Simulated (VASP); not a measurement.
# AlN (I-4m2) in VASP: single point with HSE06

Aim: the single point of AlN with HSE06.

Everything below comes from runs of VASP 6.6.1. Logs are shortened: lines on timing, memory, paths and dates and some standing lists are left out, and cuts for length are marked.

### 1 The cell of the first run

It takes space group I-4m2 (No. 119, tetragonal). Conventional cell: a = 3.090 Å, b = 3.090 Å, c = 4.349 Å, α = 90.00°, β = 90.00°, γ = 90.00°. Al (site symmetry -4m2) has 4 N at 1.89 Å within 2.5 Å. Within 2.5 Å of N (site symmetry -4m2) lie 4 Al at 1.89 Å.

### 2 Single point, HSE06 (uniaxial x strain -0.5%)

File POSCAR:

```
AlN
1.0
    0.0000000000      2.1848764127      2.1848764127
    2.1746074935      0.0000000000      2.1848764127
    2.1746074935      2.1848764127      0.0000000000
Al N
1 1
Direct
    0.0000000000      0.0000000000      0.0000000000
    0.2500000000      0.2500000000      0.2500000000
```

File INCAR.step1:

```
PREC = Accurate
ENCUT = 520
EDIFF = 1E-5
ISMEAR = 0
SIGMA = 0.01
LREAL = F
LASPH = T
NELM = 60
ALGO = Normal
ISIF = 2
LWAVE = T
LCHARG = F
GGA = PE
NBANDS = 11
```

File INCAR.step2:

```
PREC = Accurate
ENCUT = 520
EDIFF = 1E-6
ISMEAR = 0
SIGMA = 0.01
LREAL = F
LASPH = T
NELM = 60
ALGO = Normal
ISIF = 2
LWAVE = F
LCHARG = F
GGA = PE
LHFCALC = T
HFSCREEN = 0.2079
PRECFOCK = Normal
ISTART = 1
NBANDS = 11
```

File KPOINTS:

```
regular mesh
0
Gamma
  8 8 8
```

Potentials or basis: VASP PAW PBE potentials, release 64 (Al, N).

On the command line:

```console
cat potpaw_PBE.64/Al/POTCAR potpaw_PBE.64/N/POTCAR > POTCAR
cp INCAR.step1 INCAR
mpirun -np 1 vasp_std > vasp.out
cp INCAR.step2 INCAR
mpirun -np 1 vasp_std > vasp.out
```

OUTCAR:

```text
PREC = Accurate
   ENCUT = 520
   EDIFF = 1E-6
   ISMEAR = 0
   LREAL = F
   LASPH = T
   NELM = 60
   ISIF = 2
   GGA = PE
   LHFCALC = T
   HFSCREEN = 0.2079
   PRECFOCK = Normal
   ISTART = 1

 ion  position               nearest neighbor table
   1  0.000  0.000  0.000-   2 1.89   2 1.89   2 1.89   2 1.89
   2  0.250  0.250  0.250-   1 1.89   1 1.89   1 1.89   1 1.89

  LATTYP: Found a body centered tetragonal cell.
 ALAT       =     3.0898818549
 C/A-ratio  =     1.4075667586

  Lattice vectors:

 A1 = (  -2.1746074935,   0.0000000000,  -2.1848764127)
 A2 = (  -2.1746074935,   0.0000000000,   2.1848764127)
 A3 = (   2.1746074935,   2.1848764127,   0.0000000000)

Analysis of symmetry for initial positions (statically):
=====================================================================
 Subroutine PRICEL returns:
 Original cell was already a primitive cell.

 Routine SETGRP: Setting up the symmetry group for a
 body centered tetragonal supercell.

 Subroutine GETGRP returns: Found  8 space group operations
 (whereof  8 operations were pure point group operations)
 out of a pool of 16 trial point group operations.

The static configuration has the point symmetry D_2d.

Analysis of symmetry for dynamics (positions and initial velocities):
=====================================================================
 Subroutine PRICEL returns:
 Original cell was already a primitive cell.

 Routine SETGRP: Setting up the symmetry group for a
 body centered tetragonal supercell.

 Subroutine GETGRP returns: Found  8 space group operations
 (whereof  8 operations were pure point group operations)
 out of a pool of 16 trial point group operations.

The dynamic configuration has the point symmetry D_2d.

 Subroutine INISYM returns: Found  8 space group operations
 (whereof  8 operations are pure point group operations),
 and found     1 'primitive' translations

----------------------------------------------------------------------------------------

                                     Primitive cell

  volume of cell :      20.7618

  direct lattice vectors                    reciprocal lattice vectors
     0.000000000  2.184876413  2.184876413    -0.229926551  0.228845896  0.228845896
     2.174607493  0.000000000  2.184876413     0.229926551 -0.228845896  0.228845896
     2.174607493  2.184876413  0.000000000     0.229926551  0.228845896 -0.228845896
[... 99 lines left out ...]
   ISMEAR =     0;   SIGMA  =   0.01  broadening in eV -4-tet -1-fermi 0-gaus
   EFERMI_NEDOS =   21; number of points for ismear=-14 and -15
   IALGO  =     38    algorithm
   IMIX   =      1    mixing-type and parameters
     AMIX     =   0.40;   BMIX     =  1.00
     AMIX_MAG =   1.60;   BMIX_MAG =  1.00
  volume/ion in A,a.u.               =      10.38        70.05
  Fermi-wavevector in a.u.,A,eV,Ry     =   1.191288  2.251207 19.308927  1.419166
  Thomas-Fermi vector in A             =   2.327353
   LORBIT       =      0    0 simple, 1 ext, 2 COOP (PROOUT), +10 PAW based schemes
   GGA     = PE    functional components
   LHFCALC =     T    Hartree Fock is set to
   PRECFOCK=normal    Normal, Fast or Accurate (Low or Medium for compatibility)
   ENCUT4O =  -1.0   cutoff for four orbital integrals eV
   NKREDX  =     1    reduce k-point grid by
   NKREDY  =     1    reduce k-point grid by
   NKREDZ  =     1    reduce k-point grid by
   AEXX    =    0.2500 exact exchange contribution
   HFSCREEN=    0.2079 screening length (either q_TF or 0.3 A-1)
   HFSCREENC=   0.2079 screening length for correlation (either q_TF or 0.3 A-1)
   ENCUTFOCK=  -1.0 apply spherical cutoff to Coloumb kernel
   IVDW    =     0    specifies the selected vdW correction
   LEPSILON=     F    determine dielectric tensor
   LRPA    =     F    only Hartree local field effects (RPA)
 non-spin polarized calculation
 Gauss-broadening in eV      SIGMA  =   0.01
  energy-cutoff  :      520.00
  volume of cell :       20.76
 maximum number of plane-waves:       572
  NGX = 18; NGY = 18; NGZ = 18

 number of electron       8.0000000 magnetization

 Free energy of the ion-electron system (eV)
  ---------------------------------------------------
  ext. energy  EPLUGINS =         0.00000000
  ---------------------------------------------------
  free energy    TOTEN  =       -17.39613524 eV

  energy without entropy =      -17.39613524  energy(sigma->0) =      -17.39613524

 E-fermi :   5.1396     XC(G=0):  -9.0259

 val. band max:        5.0900214144   @ k =   0.0000   0.0000   0.0000
 cond. band min:       9.6188963162   @ k =   0.0000   0.5000   0.5000
 fundamental gap:      4.5288749018
 Fermi energy:         5.1395973074

 k-point     1 :       0.0000    0.0000    0.0000
  band No.  band energies     occupation
      1     -11.4215      2.00000
      2       5.0700      2.00000
      3       5.0700      2.00000
      4       5.0900      2.00000
      5      10.6609      0.00000
      6      19.3503      0.00000
      7      19.3556      0.00000
      8      19.3556      0.00000
      9      24.6239      0.00000
     10      24.7817      0.00000
     11      26.0430      0.00000
[... 309 lines left out ...]
 k-point    24 :       0.3750    0.1250    0.1250
  band No.  band energies     occupation
      1     -10.0513      2.00000
      2       0.8808      2.00000
      3       3.7998      2.00000
      4       4.8042      2.00000
      5      13.9424      0.00000
      6      16.8506      0.00000
      7      18.5334      0.00000
      8      18.9710      0.00000
      9      22.2956      0.00000
     10      25.0225      0.00000
     11      26.7721      0.00000

 [... further k-points ...]

------------------------ aborting loop because EDIFF is reached ----------------------------------------

  FORCE on cell =-STRESS in cart. coord.  units (eV):
  Direction    XX          YY          ZZ          XY          YZ          ZX
  --------------------------------------------------------------------------------------
  -------------------------------------------------------------------------------------
  Total        0.0826917     -0.0036907     -0.0036907      0.0000000      0.0000000      0.0000000
  in kB        6.3812812     -0.2848090     -0.2848090      0.0000000      0.0000000      0.0000000
  external PRESSURE =       1.9372211 kB  Pullay stress =       0.0000000 kB

 VOLUME and BASIS-vectors are now :
 -----------------------------------------------------------------------------
  energy-cutoff  :      520.00
  volume of cell :       20.76
      direct lattice vectors                 reciprocal lattice vectors
     0.000000000  2.184876413  2.184876413    -0.229926551  0.228845896  0.228845896
     2.174607493  0.000000000  2.184876413     0.229926551 -0.228845896  0.228845896
     2.174607493  2.184876413  0.000000000     0.229926551  0.228845896 -0.228845896

 POSITION                                       TOTAL-FORCE (eV/Angst)
 -----------------------------------------------------------------------------------
      0.00000      0.00000      0.00000         0.000000     -0.000000     -0.000000
      1.08730      1.09244      1.09244        -0.000000      0.000000      0.000000
 -----------------------------------------------------------------------------------
    total drift:                                0.000000      0.000000      0.000000

  FREE ENERGIE OF THE ION-ELECTRON SYSTEM (eV)
  ---------------------------------------------------
  free  energy   TOTEN  =       -17.3961352352 eV

  energy  without entropy=      -17.3961352352  energy(sigma->0) =      -17.39613524
```

OSZICAR.step1:

```text
N       E                     dE             d eps       ncg     rms          rms(c)
DAV:   1     0.105096505091E+02    0.10510E+02   -0.38187E+03  1322   0.602E+02
DAV:   2    -0.162923392558E+02   -0.26802E+02   -0.25615E+02  1564   0.136E+02
DAV:   3    -0.172202072428E+02   -0.92787E+00   -0.92644E+00  1577   0.238E+01
DAV:   4    -0.172251560989E+02   -0.49489E-02   -0.49485E-02  1496   0.192E+00
DAV:   5    -0.172252165958E+02   -0.60497E-04   -0.60496E-04  1580   0.203E-01    0.864E+00
DAV:   6    -0.148485305396E+02    0.23767E+01   -0.11856E+01  1537   0.173E+01    0.283E+00
DAV:   7    -0.148443698395E+02    0.41607E-02   -0.17008E-01  1451   0.323E+00    0.206E+00
DAV:   8    -0.148392102460E+02    0.51596E-02   -0.27410E-02  1439   0.157E+00    0.575E-01
DAV:   9    -0.148378568246E+02    0.13534E-02   -0.38320E-03  1583   0.368E-01    0.232E-01
DAV:  10    -0.148379032161E+02   -0.46392E-04   -0.39517E-04  1424   0.128E-01    0.205E-02
DAV:  11    -0.148379153719E+02   -0.12156E-04   -0.11974E-05  1514   0.259E-02    0.158E-02
DAV:  12    -0.148379152804E+02    0.91457E-07   -0.36644E-07   751   0.471E-03
   1 F= -.14837915E+02 E0= -.14837915E+02  d E =-.192507E-30
```

Wall time 52 min (1 thread of Intel Xeon Platinum 8259CL at 2.50GHz (Skylake/Cascade Lake), shared host); peak memory 0.26 GiB.

Results:

- Free energy: -17.3961 eV
- Pressure: 0.2 GPa
- Band gap on the k mesh: 4.53 eV (least direct gap 5.57 eV)

Levels at points of the mesh, in eV from the valence-band top:
```
           k point  band 1  band 2  band 3  band 4  band 5  band 6  band 7  band 8  band 9
(0.00, 0.00, 0.00)  -16.51   -0.02   -0.02    0.00    5.57   14.26   14.27   14.27   19.53
(0.50, 0.00, 0.00)  -14.32   -6.38   -0.57   -0.53    8.89   11.65   12.72   12.81   19.95
(0.50, 0.50, 0.00)  -13.64   -5.37   -1.96   -1.96    4.55   10.11   16.11   17.80   17.95
(0.00, 0.50, 0.50)  -13.62   -5.33   -2.00   -2.00    4.53   10.04   16.20   17.83   17.83
```

Caveat: the cell differs from its parent crystal (uniaxial x strain -0.5%); the structure was generated, so it needn't be the stable form of AlN; the PAW data sets were made with another functional, which shifts forces and pressure a little. A k mesh can miss the band edges.
